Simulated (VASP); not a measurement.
A run of VASP 6.6.1:

File INCAR:

```
ALGO = Normal
EDIFF = 1E-6
ENCUT = 520
GGA = PE
ISIF = 2
ISMEAR = 0
ISPIN = 2
LASPH = True
LCHARG = False
LMAXMIX = 4
LORBIT = 11
LREAL = False
LWAVE = False
MAGMOM = 0 0 0 0 0 1
NBANDS = 27
NELM = 150
PREC = Accurate
SIGMA = 0.1
```

The input KPOINTS:

```
k-points
0
Gamma
  6 6 6
```

The input POSCAR:

```
ScAl4N
1.0
    2.6845760450      1.5499407022      3.9673142631
   -2.6845760450      1.5499407022      3.9673142631
    0.0000000000     -3.0998814045      3.9673142631
Sc Al N
1 4 1
Direct
    0.0017652559      0.0017652559      0.0017652559
    0.3938054701      0.8852246711      0.3938054701
    0.3938054701      0.3938054701      0.8852246711
    0.8852246711      0.3938054701      0.3938054701
    0.7591074869      0.7591074869      0.7591074869
    0.3162916459      0.3162916459      0.3162916459
```

Potentials or basis: VASP PAW PBE potentials, release 64 (Sc_sv, Al, N).

Run with:

```sh
$ cat potpaw_PBE.64/Sc_sv/POTCAR potpaw_PBE.64/Al/POTCAR potpaw_PBE.64/N/POTCAR > POTCAR
$ mpirun -np 1 vasp_std > vasp.out
```

Hardware: 1 thread of Intel(R) Xeon(R) 6975P-C (Granite Rapids), with other jobs on the host.

Q: How long does it take, and how much memory?

A: Wall time 120 s on 1 thread of Intel(R) Xeon(R) 6975P-C (Granite Rapids), on a shared host, peak memory 0.36 GiB. Counts: scf iterations 16, k points 32.
